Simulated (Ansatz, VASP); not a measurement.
**ZnO in VASP and in Ansatz**

POSCAR

```
ZnO
1.0
    3.2353522153      0.0000000000      0.0000000000
   -1.6176761076      2.8018972086      0.0000000000
    0.0000000000      0.0000000000      5.2109131278
Zn O
2 2
Direct
    0.3333333333      0.6666666667      0.4996551081
    0.6666666667      0.3333333333     -0.0003448919
    0.6666666667      0.3333333333      0.3793548919
    0.3333333333      0.6666666667      0.8793548919
```

Contents of INCAR.step1:

```
ALGO = Normal
EDIFF = 1E-5
ENCUT = 660
GGA = PE
GGA_COMPAT = False
ISMEAR = 0
LASPH = True
LCHARG = False
LREAL = False
LWAVE = True
NBANDS = 26
NELM = 120
PREC = Accurate
SIGMA = 0.01
```

INCAR.step2

```
ALGO = Normal
EDIFF = 1E-6
ENCUT = 660
GGA_COMPAT = False
ISIF = 2
ISMEAR = 0
ISTART = 1
LASPH = True
LCHARG = False
LMIXTAU = True
LREAL = False
LWAVE = False
METAGGA = R2SCAN
NBANDS = 26
NELM = 120
PREC = Accurate
SIGMA = 0.01
```

File KPOINTS:

```
k-points
0
Gamma
  9 9 4
```

Input for Ansatz:

```yaml
crystal:
  lattice:
    - [3.2353522153, 0.0, 0.0]
    - [-1.6176761076, 2.8018972086, 0.0]
    - [0.0, 0.0, 5.2109131278]
  atoms:
    - { symbol: Zn, position: [0.3333333333, 0.6666666667, 0.4996551081] }
    - { symbol: Zn, position: [0.6666666667, 0.3333333333, -0.0003448919] }
    - { symbol: O, position: [0.6666666667, 0.3333333333, 0.3793548919] }
    - { symbol: O, position: [0.3333333333, 0.6666666667, 0.8793548919] }
kpoints:
  mp_grid: { grid: [9, 9, 4] }
hamiltonian:
  xc: r2scan
scf:
  occupations: { method: fixed }
  n_extra_bands: 5
output:
  forces: true
  stress: true
  eigenvalues: true
```

Alike in both runs: task single point; functional r2SCAN; k mesh 9 × 9 × 4; no spin polarisation.

```csv
,VASP,Ansatz
version,VASP 6.6.1,Ansatz 0.2.0
potentials or method,"VASP PAW PBE potentials, release 64 (Zn, O)","plane waves, PAW"
plane-wave cutoff (eV),660,500
occupations,"gaussian, width 0.01 eV",fixed
valence electrons in the cell,36,36
```

|  | VASP | Ansatz | Ansatz less VASP |
| --- | --- | --- | --- |
| gap on the k mesh at the Fermi level (eV) | 1.24 | 1.24 | +0.001 |
| pressure (GPa) | 0.6 | 0.0 | -0.64 |

VASP's potentials were made for PBE, not for r2SCAN.
